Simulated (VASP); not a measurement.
# LiH (I4/mmm) in VASP: a series of runs

LiH is run at these levels: LDA; tasks: single point.

Everything below comes from runs of VASP 6.6.1. Logs are shortened: lines on timing, memory, paths and dates and some standing lists are left out, and cuts for length are marked.

### 1 The cell of the first run

The structure is tetragonal, space group I4/mmm (No. 139). Conventional cell: a = 2.874 Å, b = 2.874 Å, c = 3.943 Å, α = 90.00°, β = 90.00°, γ = 90.00°. Within 2.6 Å of Li (site symmetry 4/mmm) lie 6 H at 1.97 to 2.03 Å. H (site symmetry 4/mmm) has 6 Li at 1.97 to 2.03 Å within 2.6 Å.

### 2 Single point, LDA (strain -0.0300 x Voigt [0, 1, 0, 0, 0, 0])

INCAR reads:

```
SYSTEM = LiH
PREC = Accurate
ENCUT = 520
EDIFF = 1E-6
ISMEAR = 0
SIGMA = 0.05
LREAL = .FALSE.
LASPH = .TRUE.
NELM = 80
ALGO = Normal
ISIF = 2
LWAVE = .FALSE.
LCHARG = .TRUE.
LELF = .TRUE.
LVHAR = .TRUE.
NBANDS = 9
```

KPOINTS reads:

```
regular mesh
0
G
  10 10 10
  0 0 0
```

POSCAR reads:

```
LiH
1.0
    0.0000000000      1.9715250000      2.0325000000
    2.0325000000      0.0000000000      2.0325000000
    2.0325000000      1.9715250000      0.0000000000
Li H
1 1
Direct
    0.0000000000      0.0000000000      0.0000000000
    0.5000000000      0.5000000000      0.5000000000
```

Potentials or basis: VASP PAW LDA potentials, release 64 (Li_sv, H).

Command:

```sh
> cat potpaw_LDA.64/Li_sv/POTCAR potpaw_LDA.64/H/POTCAR > POTCAR
> mpirun -np 1 vasp_std > vasp.out
```

OUTCAR:

```text
SYSTEM = LiH
   PREC = Accurate
   ENCUT = 520
   EDIFF = 1E-6
   ISMEAR = 0
   LREAL = .FALSE.
   LASPH = .TRUE.
   NELM = 80
   ISIF = 2

 ion  position               nearest neighbor table
   1  0.000  0.000  0.000-
   2  0.500  0.500  0.500-

  LATTYP: Found a body centered tetragonal cell.
 ALAT       =     2.8743890655
 C/A-ratio  =     1.3717871555

  Lattice vectors:

 A1 = (   0.0000000000,  -1.9715250000,   2.0325000000)
 A2 = (   0.0000000000,  -1.9715250000,  -2.0325000000)
 A3 = (   2.0325000000,   1.9715250000,   0.0000000000)

Analysis of symmetry for initial positions (statically):
=====================================================================
 Subroutine PRICEL returns:
 Original cell was already a primitive cell.

 Routine SETGRP: Setting up the symmetry group for a
 body centered tetragonal supercell.

 Subroutine GETGRP returns: Found 16 space group operations
 (whereof 16 operations were pure point group operations)
 out of a pool of 16 trial point group operations.

The static configuration has the point symmetry D_4h.

Analysis of symmetry for dynamics (positions and initial velocities):
=====================================================================
 Subroutine PRICEL returns:
 Original cell was already a primitive cell.

 Routine SETGRP: Setting up the symmetry group for a
 body centered tetragonal supercell.

 Subroutine GETGRP returns: Found 16 space group operations
 (whereof 16 operations were pure point group operations)
 out of a pool of 16 trial point group operations.

The dynamic configuration has the point symmetry D_4h.

 Subroutine INISYM returns: Found 16 space group operations
 (whereof 16 operations are pure point group operations),
 and found     1 'primitive' translations

----------------------------------------------------------------------------------------

                                     Primitive cell

  volume of cell :      16.2890

  direct lattice vectors                    reciprocal lattice vectors
     0.000000000  1.971525000  2.032500000    -0.246002460  0.253610784  0.246002460
     2.032500000  0.000000000  2.032500000     0.246002460 -0.253610784  0.246002460
     2.032500000  1.971525000  0.000000000     0.246002460  0.253610784 -0.246002460

  length of vectors
     2.831601504  2.874389066  2.831601504     0.430526248  0.430526248  0.430526248

  position of ions in fractional coordinates (direct lattice)
     0.000000000  0.000000000  0.000000000
     0.500000000  0.500000000  0.500000000

  ion indices of the primitive-cell ions
   primitive index   ion index
                 1           1
                 2           2

----------------------------------------------------------------------------------------

 KPOINTS: regular mesh

Automatic generation of k-mesh.
 Grid dimensions read from file:
 generate k-points for:   10   10   10

 Generating k-lattice:

  Cartesian coordinates                     Fractional coordinates (reciprocal lattice)
    -0.024600246  0.025361078  0.024600246     0.100000000  0.000000000  0.000000000
     0.024600246 -0.025361078  0.024600246    -0.000000000  0.100000000 -0.000000000
     0.024600246  0.025361078 -0.024600246     0.000000000  0.000000000  0.100000000

  Length of vectors
     0.043052625  0.043052625  0.043052625

  Shift w.r.t. Gamma in fractional coordinates (k-lattice)
     0.000000000  0.000000000  0.000000000

 Subroutine IBZKPT returns following result:
 ===========================================

 Found    102 irreducible k-points:

 Following reciprocal coordinates:
            Coordinates               Weight
  0.000000  0.000000  0.000000      1.000000
  0.100000  0.000000  0.000000      8.000000
  0.200000  0.000000  0.000000      8.000000
  0.300000  0.000000  0.000000      8.000000
  0.400000  0.000000  0.000000      8.000000
  0.500000  0.000000  0.000000      4.000000
[... 16 lines left out ...]
  0.300000  0.300000  0.000000      4.000000
  0.400000  0.300000  0.000000     16.000000
 [... further k-points ...]
   k-points           NKPTS =    102   k-points in BZ     NKDIM =    102   number of bands    NBANDS=      9
   number of dos      NEDOS =    301   number of ions     NIONS =      2
   total plane-waves  NPLWV =  13824
   dimension x,y,z NGX =    24 NGY =   24 NGZ =   24
   dimension x,y,z NGXF=    48 NGYF=   48 NGZF=   48
   ions per type =               1   1
   NGX,Y,Z   is equivalent  to a cutoff of  14.09, 13.88, 14.09 a.u.
   NGXF,Y,Z  is equivalent  to a cutoff of  28.18, 27.76, 28.18 a.u.
 SYSTEM =  LiH
   PREC   = accura    normal or accurate (medium, high low for compatibility)
   ISTART =      0    job   : 0-new  1-cont  2-samecut
   ICHARG =      2    charge: 1-file 2-atom 10-const
   ISPIN  =      1    spin polarized calculation?
   LNONCOLLINEAR =      F non collinear calculations
   LSORBIT =      F    spin-orbit coupling
   LASPH  =      T    aspherical Exc in radial PAW
   ENCUT  =  520.0 eV  38.22 Ry    6.18 a.u.   5.26  5.34  5.26*2*pi/ulx,y,z
   NELM   =     80;   NELMIN=  2; NELMDL= -5     # of ELM steps
   EDIFF  = 0.1E-05   stopping-criterion for ELM
   LREAL  =      F    real-space projection
   EDIFFG = 0.1E-04   stopping-criterion for IOM
   NSW    =      0    number of steps for IOM
   IBRION =     -1    ionic relax: 0-MD 1-quasi-New 2-CG
   NFREE  =      0    steps in history (QN), initial steepest desc. (CG)
   ISIF   =      2    stress and relaxation
   ISYM   =      2    0-nonsym 1-usesym 2-fastsym
   POTIM  = 0.5000    time-step for ionic-motion
   TEBEG  =    0.0;   TEEND  =   0.0 temperature during run
   PSTRESS=    0.0 pullay stress
   NELECT =       4.0000    total number of electrons
   NUPDOWN=      -1.0000    fix difference up-down
   EMIN   =  10.00;   EMAX   =-10.00  energy-range for DOS
   EFERMI =   0.00;   METHOD = LEGACY
   ISMEAR =     0;   SIGMA  =   0.05  broadening in eV -4-tet -1-fermi 0-gaus
   EFERMI_NEDOS =   21; number of points for ismear=-14 and -15
   IALGO  =     38    algorithm
   IMIX   =      4    mixing-type and parameters
     AMIX     =   0.40;   BMIX     =  1.00
     AMIX_MAG =   1.60;   BMIX_MAG =  1.00
  volume/ion in A,a.u.               =       8.14        54.96
  Fermi-wavevector in a.u.,A,eV,Ry     =   1.025173  1.937295 14.299438  1.050979
  Thomas-Fermi vector in A             =   2.158999
   LORBIT       =      0    0 simple, 1 ext, 2 COOP (PROOUT), +10 PAW based schemes
   GGA     = CA    functional components
   LHFCALC =     F    Hartree Fock is set to
   AEXX    =    0.0000 exact exchange contribution
   IVDW    =     0    specifies the selected vdW correction
   LEPSILON=     F    determine dielectric tensor
   LRPA    =     F    only Hartree local field effects (RPA)
 non-spin polarized calculation
 Gauss-broadening in eV      SIGMA  =   0.05
  energy-cutoff  :      520.00
  volume of cell :       16.29
 maximum number of plane-waves:       451
 NGX is ok and might be reduce to    24
   NGX = 11   NGY = 11   NGZ = 11

 number of electron       3.9999996 magnetization

 Free energy of the ion-electron system (eV)
  ---------------------------------------------------
  ext. energy  EPLUGINS =         0.00000000
  ---------------------------------------------------
  free energy    TOTEN  =        -6.48070519 eV

  energy without entropy =       -6.48070519  energy(sigma->0) =       -6.48070519

 E-fermi :   0.7567     XC(G=0):  -8.7680

 val. band max:        0.3060980853   @ k =   0.5000   0.0000   0.5000
 cond. band min:       2.6343816364   @ k =   0.5000   0.5000   0.0000
 fundamental gap:      2.3282835511
 Fermi energy:         0.7567478917

 k-point     1 :       0.0000    0.0000    0.0000
  band No.  band energies     occupation
      1     -43.3258      2.00000
      2      -5.3623      2.00000
      3      16.1008      0.00000
      4      17.2723      0.00000
      5      17.5310      0.00000
      6      17.5310      0.00000
      7      22.2046      0.00000
      8      22.2046      0.00000
      9      22.3775      0.00000

 k-point     2 :       0.1000    0.0000    0.0000
  band No.  band energies     occupation
      1     -43.3210      2.00000
      2      -5.1881      2.00000
      3      14.4748      0.00000
      4      16.6529      0.00000
      5      17.0527      0.00000
      6      17.0936      0.00000
      7      21.6983      0.00000
      8      23.0326      0.00000
      9      23.0974      0.00000

 k-point     3 :       0.2000    0.0000    0.0000
  band No.  band energies     occupation
      1     -43.3084      2.00000
      2      -4.6781      2.00000
      3      11.1786      0.00000
      4      15.4608      0.00000
      5      16.3785      0.00000
      6      16.5581      0.00000
      7      22.3897      0.00000
      8      22.4339      0.00000
      9      23.4501      0.00000

 k-point     4 :       0.3000    0.0000    0.0000
  band No.  band energies     occupation
      1     -43.2928      2.00000
      2      -3.8902      2.00000
      3       8.0475      0.00000
      4      14.4264      0.00000
      5      15.9001      0.00000
      6      16.2812      0.00000
      7      20.4122      0.00000
      8      21.2964      0.00000
      9      24.0807      0.00000
[... 205 lines left out ...]
 k-point    22 :      -0.2000    0.2000   -0.0000
  band No.  band energies     occupation
      1     -43.2874      2.00000
      2      -3.5483      2.00000
      3       9.1962      0.00000
      4       9.5169      0.00000
      5      15.6509      0.00000
      6      16.9441      0.00000
      7      21.5067      0.00000
      8      23.4987      0.00000
      9      25.3810      0.00000

 k-point    23 :       0.3000    0.3000    0.0000
  band No.  band energies     occupation
      1     -43.2836      2.00000
      2      -3.1836      2.00000
      3       8.3041      0.00000
      4      11.9036      0.00000
      5      12.1694      0.00000
      6      15.3575      0.00000
      7      17.1072      0.00000
      8      28.1677      0.00000
      9      29.8878      0.00000

 k-point    24 :       0.4000    0.3000    0.0000
  band No.  band energies     occupation
      1     -43.2740      2.00000
      2      -2.3005      2.00000
      3       6.4215      0.00000
      4      10.2880      0.00000
      5      11.6169      0.00000
      6      16.0838      0.00000
      7      17.3204      0.00000
      8      28.8785      0.00000
      9      30.0065      0.00000

 [... further k-points ...]

------------------------ aborting loop because EDIFF is reached ----------------------------------------

  FORCE on cell =-STRESS in cart. coord.  units (eV):
  Direction    XX          YY          ZZ          XY          YZ          ZX
  --------------------------------------------------------------------------------------
  -------------------------------------------------------------------------------------
  Total       -0.3951792     -0.1813027     -0.3951792     -0.0000000      0.0000000      0.0000000
  in kB      -38.8697105    -17.8328752    -38.8697105     -0.0000000      0.0000000      0.0000000
  external PRESSURE =     -31.8574321 kB  Pullay stress =       0.0000000 kB

 VOLUME and BASIS-vectors are now :
 -----------------------------------------------------------------------------
  energy-cutoff  :      520.00
  volume of cell :       16.29
      direct lattice vectors                 reciprocal lattice vectors
     0.000000000  1.971525000  2.032500000    -0.246002460  0.253610784  0.246002460
     2.032500000  0.000000000  2.032500000     0.246002460 -0.253610784  0.246002460
     2.032500000  1.971525000  0.000000000     0.246002460  0.253610784 -0.246002460

 POSITION                                       TOTAL-FORCE (eV/Angst)
 -----------------------------------------------------------------------------------
      0.00000      0.00000      0.00000        -0.000000      0.000000      0.000000
      2.03250      1.97152      2.03250         0.000000     -0.000000      0.000000
 -----------------------------------------------------------------------------------
    total drift:                                0.000000     -0.000000     -0.000000

  FREE ENERGIE OF THE ION-ELECTRON SYSTEM (eV)
  ---------------------------------------------------
  free  energy   TOTEN  =        -6.4807051911 eV

  energy  without entropy=       -6.4807051911  energy(sigma->0) =       -6.48070519
```

Wall time 33 s (1 thread of AMD EPYC 7R13, shared host); peak memory 0.1 GiB.

What came out:

- Free energy: -6.4807 eV
- Band gap on the k mesh: 2.33 eV, indirect (least direct gap 2.56 eV)

Caveat: the cell differs from its parent crystal (strain -0.0300 x Voigt [0, 1, 0, 0, 0, 0]); the cutoff is under 1.25 times the usual one of these potentials, so pressure, stress and relaxed cells hold a basis-set (Pulay) error. A k mesh can miss the band edges.

### 3 Single point, LDA (strain +0.0300 x Voigt [0, 1, 0, 0, 0, 0])

INCAR reads:

```
  PREC = Accurate
  ENCUT = 520
  EDIFF = 1E-7
  ISMEAR = 0
  SIGMA = 0.05
  LREAL = F
  LASPH = T
  NELM = 80
  ALGO = Normal
  ISIF = 2
  LWAVE = F
  LCHARG = F
  NBANDS = 9
```

KPOINTS reads:

```
Automatic mesh
0
Gamma
  10 10 10
```

POSCAR reads:

```
LiH
1.0
    0.0000000000      2.0934750000      2.0325000000
    2.0325000000      0.0000000000      2.0325000000
    2.0325000000      2.0934750000      0.0000000000
Li H
1 1
Direct
    0.0000000000      0.0000000000      0.0000000000
    0.5000000000      0.5000000000      0.5000000000
```

Potentials or basis: VASP PAW LDA potentials, release 64 (Li_sv, H).

Command:

```sh
> cat potpaw_LDA.64/Li_sv/POTCAR potpaw_LDA.64/H/POTCAR > POTCAR
> mpirun -np 1 vasp_std > vasp.out
```

Run time: 34 s. Hardware: 1 thread of AMD EPYC 7R13, shared host; peak memory 0.1 GiB.

Results (log left out):

| Item | Value |
| --- | --- |
| Free energy | -6.4569 eV |
| Band gap on the k mesh | 2.35 eV, indirect (least direct gap 2.58 eV) |

Levels at points of the mesh, in eV from the valence-band top:
```tsv
k point	band 1	band 2	band 3	band 4	band 5	band 6
(0.00, 0.00, 0.00)	-43.60	-5.36	15.12	16.56	16.56	16.79
(0.50, 0.00, 0.00)	-43.56	-2.63	4.40	12.78	15.09	15.55
(0.50, 0.50, 0.00)	-43.55	0.00	2.72	9.72	9.97	13.03
(0.50, 0.00, 0.50)	-43.56	-0.23	2.35	10.29	10.29	13.46
```

Caveat: the cell differs from its parent crystal (strain +0.0300 x Voigt [0, 1, 0, 0, 0, 0]); the cutoff is under 1.25 times the usual one of these potentials, so pressure, stress and relaxed cells hold a basis-set (Pulay) error. A k mesh can miss the band edges.
